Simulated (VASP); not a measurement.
Wanted: the native input for a VASP 6.6.1 run.

```
Task                   : single point
Functional             : PBE
Potentials or basis    : VASP PAW PBE potentials, release 64 (Be)
Cutoff                 : 520 eV
k mesh                 : 5 × 5 × 1
Occupations            : gaussian, width 0.15 eV
Spin                   : no spin polarisation
Dipole correction      : no
Further INCAR settings : ALGO = Normal; EDIFF = 1e-06; NBANDS = 25
```

The structure of Be lies in POSCAR:

```
Be
1.0
    4.5800000000      0.0000000000      0.0000000000
    2.2900000000      3.9663960000      0.0000000000
    0.0000000000      0.0000000000     15.5884300000
Be
13
Direct
    0.0000000000      0.0000000000      0.0641500780
    0.5000000000      0.0000000000      0.0641500780
    0.0000000000      0.5000000000      0.0641500780
    0.5000000000      0.5000000000      0.0641500780
   -0.1654363689      0.3344260129      0.1821445136
    0.3310929104      0.3344582840      0.1821697887
   -0.1654244470      0.8310065359      0.1821357892
    0.3334611255      0.8332541683      0.1835712769
    0.0073895546     -0.0036804192      0.2968710768
    0.4965644103     -0.0036310041      0.2969055896
    0.0000818983      0.4999899153      0.3185852584
    0.4966109444      0.5070073689      0.2969498532
    0.6672973747      0.1661283946      0.3947296809
```

These files were run (other wordings do the same):

INCAR

```
SYSTEM = Be
ALGO     = Normal         ! electronic algorithm
EDIFF    = 1E-6           ! SCF threshold, eV
ENCUT    = 520            ! plane-wave cutoff, eV
GGA      = PE             ! functional
ISIF     = 2              ! what is computed and relaxed
ISMEAR   = 0              ! smearing method
LASPH    = .True.         ! aspherical terms in the spheres
LCHARG   = .True.         ! write CHGCAR
LELF     = .True.         ! ELF
LREAL    = .False.        ! projectors in reciprocal space
LVHAR    = .True.       
LWAVE    = .False.        ! write WAVECAR
NBANDS   = 25             ! bands
NELM     = 60             ! most SCF steps
PREC     = Accurate       ! precision mode
SIGMA    = 0.15           ! smearing width, eV
```

KPOINTS

```
k-points
0
Gamma
  5 5 1
  0 0 0
```

Potentials or basis: VASP PAW PBE potentials, release 64 (Be).

Run with:

```bash
$ cat potpaw_PBE.64/Be/POTCAR > POTCAR
$ mpirun -np 1 vasp_std > vasp.out
```

Results of the run:

- Largest force: 0.081 eV/Å
- Band gap on the k mesh: 0.25 eV, indirect (the least direct gap lies 0.5 meV higher)

It took 4.8 min on 1 thread of AMD EPYC 7R43 64-Core Processor (Zen 3), on a shared host, peak memory 0.35 GiB.
